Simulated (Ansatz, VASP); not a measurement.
GaP: VASP beside Ansatz

INCAR

```
SYSTEM = GaP
PREC = Accurate
ENCUT = 520
EDIFF = 1E-7
ISMEAR = -1
SIGMA = 0.1
LREAL = .False.
LASPH = .True.
NELM = 80
ALGO = Normal
ISIF = 2
LWAVE = .False.
LCHARG = .False.
NBANDS = 16
```

File KPOINTS:

```
regular mesh
0
Gamma
  13 13 13
  0 0 0
```

The input POSCAR:

```
GaP
1.0
    0.0000000000      2.4159688004      2.4159688004
    2.4159688004      0.0000000000      2.4159688004
    2.4159688004      2.4159688004      0.0000000000
Ga P
1 1
Direct
    0.0000000000      0.0000000000      0.0000000000
    0.2500000000      0.2500000000      0.2500000000
```

Input for Ansatz:

```yaml
crystal:
  lattice:
    - [0.0, 2.4159688004, 2.4159688004]
    - [2.4159688004, 0.0, 2.4159688004]
    - [2.4159688004, 2.4159688004, 0.0]
  atoms:
    - { symbol: Ga, position: [0.0, 0.0, 0.0] }
    - { symbol: P, position: [0.25, 0.25, 0.25] }
kpoints:
  mp_grid: { grid: [13, 13, 13] }
scf:
  occupations: { method: fermi_dirac, width: 0.1 }
hamiltonian:
  xc: lda
  pseudopotentials: { kind: paw }
output:
  forces: true
  stress: true
  eigenvalues: true
  populations: true
  write_density: true
  write_potential: true
  elf: true
  volumetric_format: npy
```

Change from the starting cell: volume scaled by 0.72, PAW files.

Alike in both runs: task single point; functional LDA; k mesh 13 × 13 × 13; occupations fermi-dirac, width 0.1 eV; no spin polarisation.

|  | VASP | Ansatz |
| --- | --- | --- |
| version | VASP 6.6.1 | Ansatz 0.2.0 |
| potentials or method | VASP PAW LDA potentials, release 64 (Ga_d, P) | PAW with Ansatz's default frozen-core files, scalar-relativistic |
| plane-wave cutoff (eV) | 520 | 420 |
| valence electrons in the cell | 18 | 18 |

Ansatz gave:

```
pressure (GPa) : 60.1
```

Question: Estimate VASP's values.

Answer: Pressure (GPa): 60.3.

LDA's correlation is that of Perdew and Zunger in VASP and of Perdew and Wang (1992) in Ansatz. Both programs put the cell under a high pressure, so it lies far from rest at this level.

Noted on VASP's run: the cell as given lies far from equilibrium.
